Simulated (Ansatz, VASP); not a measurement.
**Two plane-wave programs on H4C2O**

```
C O H
1.0
     8.38100    0.00000    0.00000
     0.00000    5.92626    0.00000
     0.00000    0.00000   26.87115
C O H
2 1 4
Direct
  0.50107 0.46787 0.63460
  0.45387 0.22986 0.64321
  0.47065 0.07390 0.61383
  0.39424 0.56185 0.62204
  0.59198 0.48488 0.60544
  0.54061 0.54716 0.66944
  0.39562 0.19299 0.67977
```

Alike in both runs: task single point; functional PBE; k mesh 2 × 3 × 1; occupations gaussian, width 0.05 eV; no spin polarisation.

|  | VASP | Ansatz |
| --- | --- | --- |
| version | VASP 6.6.1 | Ansatz 0.2.0 |
| potentials or method | VASP PAW PBE potentials, release 64 (C, O, H), cutoff 520 eV | scalar-relativistic, plane waves, PAW |
| valence electrons in the cell | 18 | 18 |

Ansatz gave:

```
gap on the k mesh at the Fermi level (eV) : 3.72
rms of the force components (eV/Å)        : 0.262
```

What did VASP give for the same quantities?

gap on the k mesh at the Fermi level (eV): 3.71; rms of the force components (eV/Å): 0.167.

Atom by atom the forces differ by 0.144 eV/Å (rms over components). One of these differences is far larger than is usual between the two programs; its cause wasn't traced.

Noted on VASP's run: the standard files for N, O and F lose accuracy on very short bonds.
